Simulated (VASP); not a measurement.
Here is a VASP 6.6.1 calculation.

Contents of INCAR:

```
SYSTEM = GeSb4Te7
ALGO = Fast
EDIFF = 1E-6
ENCUT = 520
GGA = PS
ISIF = 2
ISMEAR = 0
LASPH = .TRUE.
LCHARG = .FALSE.
LREAL = .FALSE.
LWAVE = .FALSE.
NBANDS = 50
NELM = 100
PREC = Accurate
SIGMA = 0.1
```

KPOINTS

```
k-points
0
G
  12 12 2
  0 0 0
```

File POSCAR:

```
GeSb4Te7
1.0
    4.1695477381      0.0000000000      0.0000000000
   -2.0847738691      3.6109342635      0.0000000000
    0.0000000000      0.0000000000     22.9002692898
Ge Sb Te
1 4 7
Direct
    0.0000000000      0.0000000000      0.5000000000
    0.6666666667      0.3333333333      0.9148546730
    0.3333333333      0.6666666667      0.3428699536
    0.3333333333      0.6666666667      0.0851453270
    0.6666666667      0.3333333333      0.6571300464
    0.3333333333      0.6666666667      0.8392563065
    0.6666666667      0.3333333333      0.1607436935
    0.0000000000      0.0000000000      0.7325338544
    0.6666666667      0.3333333333      0.4287033240
    0.3333333333      0.6666666667      0.5712966760
    0.0000000000      0.0000000000      0.0000000000
    0.0000000000      0.0000000000      0.2674661456
```

Potentials or basis: VASP PAW PBE potentials, release 64 (Ge_d, Sb, Te).

Run with:

```sh
$ cat potpaw_PBE.64/Ge_d/POTCAR potpaw_PBE.64/Sb/POTCAR potpaw_PBE.64/Te/POTCAR > POTCAR
$ mpirun -np 1 vasp_std > vasp.out
```

(1) Estimate the band gap on the k mesh.

(2) Predict the pressure.

## Answers

(1) zero (filled and empty bands touch).

(2) 3.1 GPa.

Caveat: the cell differs from its parent crystal (equal strain along all axes, cell held: -2.0 %, then relaxed in part); the cell stands under pressure; the PAW data sets were made with another functional, which shifts forces and pressure a little; spin-orbit coupling is left out, which moves the levels of the heavy elements.
